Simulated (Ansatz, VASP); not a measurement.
Al in VASP and in Ansatz

INCAR

```
  ALGO = Fast
  EDIFF = 1E-7
  ENCUT = 520
  GGA = PS
  ISIF = 2
  ISMEAR = 0
  LASPH = T
  LCHARG = F
  LREAL = F
  LWAVE = F
  NBANDS = 22
  NELM = 60
  PREC = Accurate
  SIGMA = 0.15
```

File KPOINTS:

```
k-points
0
Gamma
  10 10 10
```

Contents of POSCAR:

```
Al
1.0
    3.2126361663      3.2126361663      3.2126361663
   -3.2126361663     -3.2126361663      3.2126361663
    3.2126361663     -3.2126361663     -3.2126361663
Al
8
Direct
   -0.1820934490      0.5000000000      0.3179065510
    0.0000000000      0.0000000000      0.5000000000
    0.0000000000      0.5000000000      0.0000000000
    0.0000000000      0.0000000000      0.0000000000
    0.5000000000      0.5000000000      0.5000000000
    0.5000000000      0.0000000000      0.5000000000
    0.5000000000      0.5000000000      0.0000000000
    0.5000000000      0.0000000000      0.0000000000
```

Input for Ansatz:

```yaml
crystal:
  lattice:
    - [3.2126361663, 3.2126361663, 3.2126361663]
    - [-3.2126361663, -3.2126361663, 3.2126361663]
    - [3.2126361663, -3.2126361663, -3.2126361663]
  atoms:
    - { symbol: Al, position: [-0.182093449, 0.5, 0.317906551] }
    - { symbol: Al, position: [0.0, 0.0, 0.5] }
    - { symbol: Al, position: [0.0, 0.5, 0.0] }
    - { symbol: Al, position: [0.0, 0.0, 0.0] }
    - { symbol: Al, position: [0.5, 0.5, 0.5] }
    - { symbol: Al, position: [0.5, 0.0, 0.5] }
    - { symbol: Al, position: [0.5, 0.5, 0.0] }
    - { symbol: Al, position: [0.5, 0.0, 0.0] }
basis:
  ecutwfc: 420
kpoints:
  mp_grid: { grid: [10, 10, 10] }
hamiltonian:
  xc: pbesol
  pseudopotentials: { kind: paw, azcp: { folder: soft_1 } }
scf:
  occupations: { method: gaussian, width: 0.15 }
output:
  forces: true
  stress: true
  eigenvalues: true
```

Alike in both runs: task single point; functional PBEsol; k mesh 10 × 10 × 10; occupations gaussian, width 0.15 eV; no spin polarisation.

|  | VASP | Ansatz |
| --- | --- | --- |
| version | VASP 6.6.1 | Ansatz 0.2.0 |
| potentials or method | VASP PAW PBE potentials, release 64 (Al), cutoff 520 eV | scalar-relativistic, plane waves, PAW |
| valence electrons in the cell | 24 | 24 |

VASP gave:

- gap on the k mesh at the Fermi level (eV): none
- pressure (GPa): 12.5
- traceless stress, the component that is largest in VASP (GPa): 3.09
- rms of the force components (eV/Å): 2.498

Q: What did Ansatz give for the same quantities?

A: gap on the k mesh at the Fermi level (eV): none; pressure (GPa): 12.3; traceless stress, the component that is largest in VASP (GPa): 3.09; rms of the force components (eV/Å): 2.484.

VASP's potentials were made for PBE, not for PBEsol, and Ansatz warns of the same on its side. Atom by atom the forces differ by 0.014 eV/Å (rms over components). A gap of «none» marks a metal or a gap that the smearing closes.
